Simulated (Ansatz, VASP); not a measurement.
## Zn4HO4: VASP beside Ansatz

Contents of INCAR:

```
SYSTEM = Zn4HO4
PREC     = Accurate       ! precision mode
ENCUT    = 520            ! plane-wave cutoff, eV
EDIFF    = 1E-6           ! SCF threshold, eV
ISMEAR   = 0              ! smearing method
SIGMA    = 0.05           ! smearing width, eV
LREAL    = .FALSE.        ! projectors in reciprocal space
LASPH    = .TRUE.         ! aspherical terms in the spheres
NELM     = 60             ! most SCF steps
ALGO     = Normal         ! electronic algorithm
ISIF     = 2              ! what is computed and relaxed
LWAVE    = .FALSE.        ! write WAVECAR
LCHARG   = .FALSE.        ! write CHGCAR
GGA      = PS             ! functional
NBANDS   = 46             ! bands
```

File KPOINTS:

```
regular mesh
0
G
  4 4 8
  0 0 0
```

Contents of POSCAR:

```
Zn4HO4
1.0
    5.5148137916      0.0000000000      0.0000000000
    0.0000000000      5.5148137916      0.0000000000
    0.0000000000      0.0000000000      3.2430062931
Zn O H
4 4 1
Direct
    0.1820657240      0.1820657240      0.5000000000
    0.8179342760      0.8179342760      0.5000000000
    0.6820657240      0.3179342760      0.0000000000
    0.3179342760      0.6820657240      0.0000000000
    0.8180023132      0.1819976868      0.5000000000
    0.1819976868      0.8180023132      0.5000000000
    0.6819976868      0.6819976868      0.0000000000
    0.3180023132      0.3180023132      0.0000000000
    1.0000405349     -0.7180023132      0.0000000000
```

Input for Ansatz:

```yaml
crystal:
  lattice:
    - [5.5148137916, 0.0, 0.0]
    - [0.0, 5.5148137916, 0.0]
    - [0.0, 0.0, 3.2430062931]
  atoms:
    - { symbol: Zn, position: [0.182065724, 0.182065724, 0.5] }
    - { symbol: Zn, position: [0.817934276, 0.817934276, 0.5] }
    - { symbol: Zn, position: [0.682065724, 0.317934276, 0.0] }
    - { symbol: Zn, position: [0.317934276, 0.682065724, 0.0] }
    - { symbol: O, position: [0.8180023132, 0.1819976868, 0.5] }
    - { symbol: O, position: [0.1819976868, 0.8180023132, 0.5] }
    - { symbol: O, position: [0.6819976868, 0.6819976868, 0.0] }
    - { symbol: O, position: [0.3180023132, 0.3180023132, 0.0] }
    - { symbol: H, position: [1.0000405349, -0.7180023132, 0.0] }
basis:
  ecutwfc: 420
kpoints:
  mp_grid: { grid: [4, 4, 8] }
hamiltonian:
  xc: pbesol
  pseudopotentials: { kind: paw, azcp: { folder: soft_1 } }
scf:
  occupations: { method: gaussian, width: 0.05 }
output:
  forces: true
  stress: true
  eigenvalues: true
  write_density: true
  write_potential: true
  elf: true
  volumetric_format: npy
```

Alike in both runs: task single point; functional PBEsol; k mesh 4 × 4 × 8; occupations gaussian, width 0.05 eV; no spin polarisation.

```csv
,VASP,Ansatz
version,VASP 6.6.1,Ansatz 0.2.0
potentials or method,"VASP PAW PBE potentials, release 64 (Zn, O, H), cutoff 520 eV","scalar-relativistic, plane waves, PAW"
valence electrons in the cell,73,73
```

Ansatz gave:

* gap on the k mesh at the Fermi level (eV): none
* pressure (GPa): 5.2
* traceless stress, the component that is largest in VASP (GPa): 2.77
* rms of the force components (eV/Å): 0.253

Task: What did VASP give for the same quantities?

Result: gap on the k mesh at the Fermi level (eV): none; pressure (GPa): 6.1; traceless stress, the component that is largest in VASP (GPa): 2.90; rms of the force components (eV/Å): 0.256.

VASP's potentials were made for PBE, not for PBEsol, and Ansatz warns of the same on its side. Atom by atom the forces differ by 0.006 eV/Å (rms over components). A gap of «none» marks a metal or a gap that the smearing closes.
